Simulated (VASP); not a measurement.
**As: relaxation of cell and atoms with PBE**

Crystal: As.

```xyz
2
Lattice="2.6459 0.0000 0.0000 0.0000 4.5402 0.0000 0.0000 0.0000 3.3952" Properties=species:S:1:pos:R:3 pbc="T T T"
As    0.0000    0.0000    2.4683
As    1.3229    2.2701    0.9269
```

The cell was generated, and may not be a known phase.

| Property | Result |
| --- | --- |
| Program | VASP 6.6.1 |
| Task | relaxation of cell and atoms |
| Functional | PBE |
| Potentials or basis | VASP PAW PBE potentials, release 64 (As) |
| Cutoff | 600 eV |
| k mesh | 20 × 12 × 16 |
| Occupations | gaussian, width 0.1 eV |
| Spin | no spin polarisation |
| Dipole correction | no |
| Further INCAR settings | ALGO = Normal; EDIFF = 1e-06; IBRION = 2; EDIFFG = -0.01; NSW = 100; ISIF = 3 |

```yaml
Relaxed_volume: 22.95 Å³/atom
Relaxed_cell: a = 3.345 Å, b = 3.325 Å, c = 4.126 Å, α = 90.00°, β = 90.00°, γ = 90.00°
Space_group_after_relaxing_to_0.1_Å: P4/nmm (No. 129)
Energy_gained_by_relaxing: 225.7 meV/atom
Ionic_steps: 42
Pressure_after_relaxing: 0.0 GPa
Band_gap_on_the_k_mesh: zero (bands 5 and 6 overlap by 3.64 eV)
```

Forces in eV/Å, atoms in the order of the input:
```
As   0.000  0.000 -0.003
As   0.000  0.000  0.003
```

Stress tensor (GPa, compression positive):
```
-0.02  0.00  0.00
 0.00  0.05  0.00
 0.00  0.00 -0.04
```

The path:
```
step  energy change (eV)  largest force (eV/Å)  pressure (GPa)  volume (Å³)
   1              0.0000                0.0253           -0.54        40.79
   3             -0.0780                0.0244           -0.80        39.96
   5             -0.1532                0.0300            4.21        36.88
   7             -0.1719                0.0317            7.09        35.82
   9             -0.1675                0.0492            8.76        35.26
  11             -0.2256                0.1344            5.21        36.44
  13             -0.2409                0.1565            3.74        36.98
  15             -0.2699                0.2334           -0.27        38.69
  17             -0.2802                0.2477           -0.06        38.69
  19             -0.3156                0.1727            2.08        38.65
  21             -0.3220                0.1038            3.81        38.59
  23             -0.3308                0.1133            3.73        38.89
  25             -0.3692                0.0460            3.82        40.18
  27             -0.4202                0.2847            2.71        43.54
  29             -0.4354                0.2567            0.36        46.18
  31             -0.4491                0.0668           -0.17        45.76
  33             -0.4499                0.0006           -0.32        45.64
  35             -0.4507                0.0136            0.18        45.32
  37             -0.4510                0.0374           -0.03        45.51
  39             -0.4513                0.0171            0.15        45.58
  41             -0.4514                0.0178           -0.04        45.88
  42             -0.4514                0.0030            0.00        45.90
```

Final structure:
```yaml
crystal:
  lattice:
    - [3.34501, 0.00000, 0.00000]
    - [0.00000, 3.32524, 0.00000]
    - [0.00000, 0.00000, 4.12647]
  atoms:
    - { symbol: As, position: [0.00000, 0.00000, 0.64589] }
    - { symbol: As, position: [0.50000, 0.50000, 0.35411] }
```

Levels at points of the mesh, in eV from the Fermi level:
```
           k point  band 1  band 2  band 3  band 4  band 5  band 6  band 7  band 8  band 9
(0.00, 0.00, 0.00)  -14.34   -6.85   -1.92   -1.56   -1.44    0.71    4.68    5.88    5.93
(0.50, 0.00, 0.00)  -11.28  -11.28   -1.94   -1.94    1.58    1.58    2.01    2.01    6.28
(0.00, 0.50, 0.00)  -11.24  -11.24   -1.94   -1.94    1.50    1.50    1.99    1.99    6.24
(0.50, 0.50, 0.00)   -9.47   -9.47   -5.78   -5.78    0.67    0.67    3.18    3.18    7.23
(0.00, 0.00, 0.50)  -13.90   -8.67   -1.18   -1.06   -0.64    1.39    4.46    4.54    5.33
(0.50, 0.00, 0.50)  -10.93  -10.93   -4.19   -4.19    1.80    1.80    4.30    4.30    8.32
(0.00, 0.50, 0.50)  -10.89  -10.89   -4.17   -4.17    1.73    1.73    4.20    4.20    8.27
(0.50, 0.50, 0.50)   -9.22   -9.22   -5.31   -5.31   -1.18   -1.18    0.58    0.58   14.41
```

It took 24 min on 1 thread of Intel(R) Xeon(R) 6975P-C (Granite Rapids) (shared host), peak memory 0.49 GiB.

Caveat: a cell axis changed by over 15 % at a fixed basis, so the end point is rough; this functional lacks dispersion, which binds layers or chains, so the pressure and a relaxed spacing across them are unreliable.
